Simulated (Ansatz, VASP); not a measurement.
**Two plane-wave programs on Rh**

INCAR

```
SYSTEM = Rh
PREC     = Accurate       ! precision mode
ENCUT    = 600            ! plane-wave cutoff, eV
EDIFF    = 1E-6           ! SCF threshold, eV
ISMEAR   = -1             ! smearing method
SIGMA    = 0.15           ! smearing width, eV
LREAL    = .FALSE.        ! projectors in reciprocal space
LASPH    = .TRUE.         ! aspherical terms in the spheres
NELM     = 100            ! most SCF steps
ALGO     = Fast           ! electronic algorithm
ISIF     = 3              ! what is computed and relaxed
LWAVE    = .FALSE.        ! write WAVECAR
LCHARG   = .FALSE.        ! write CHGCAR
GGA      = PS             ! functional
IBRION   = 2              ! ionic algorithm
NSW      = 80             ! ionic steps
EDIFFG   = -0.001         ! ionic threshold
```

File KPOINTS:

```
Automatic mesh
0
G
  20 20 20
  0 0 0
```

File POSCAR:

```
Rh
1.0
    0.0000000000      1.8899900502      1.8899900502
    1.8899900502      0.0000000000      1.8899900502
    1.8899900502      1.8899900502      0.0000000000
Rh
1
Direct
    0.0000000000      0.0000000000      0.0000000000
```

Input for Ansatz:

```yaml
crystal:
  lattice:
    - [0.0, 1.8899900502, 1.8899900502]
    - [1.8899900502, 0.0, 1.8899900502]
    - [1.8899900502, 1.8899900502, 0.0]
  atoms:
    - { symbol: Rh, position: [0.0, 0.0, 0.0] }
basis:
  ecutwfc: 420
kpoints:
  mp_grid: { grid: [20, 20, 20] }
hamiltonian:
  xc: pbesol
scf:
  occupations: { method: fermi_dirac, width: 0.15 }
output:
  forces: true
  stress: true
  eigenvalues: true
relax:
  adjacent_minimum: "off"
  f_tol: 0.001
  max_steps: 60
  cell: { stress_tol: 0.01 }
```

Alike in both runs: task relaxation of cell and atoms; functional PBEsol; k mesh 20 × 20 × 20; occupations fermi-dirac, width 0.15 eV; no spin polarisation.

|  | VASP | Ansatz |
| --- | --- | --- |
| version | VASP 6.6.1 | Ansatz 0.2.0 |
| potentials or method | VASP PAW PBE potentials, release 64 (Rh_pv), cutoff 600 eV | scalar-relativistic, plane waves, PAW |
| valence electrons in the cell | 15 | 17 |

```csv
,VASP,Ansatz,Ansatz less VASP
"gap on the k mesh at the Fermi level, each at its own relaxed structure (eV)",none,none,-
relaxed volume (Å³/atom),13.54,13.55,+0.011
relaxed length of the cell vector where the two differ most in proportion (Å),2.675,2.676,+0.0007
```

VASP's potentials were made for PBE, not for PBEsol. A gap of «none» marks a metal or a gap that the smearing closes. VASP's potentials hold 15 valence electrons a cell and Ansatz's 17, so a difference there can come from the potentials and not from the codes.
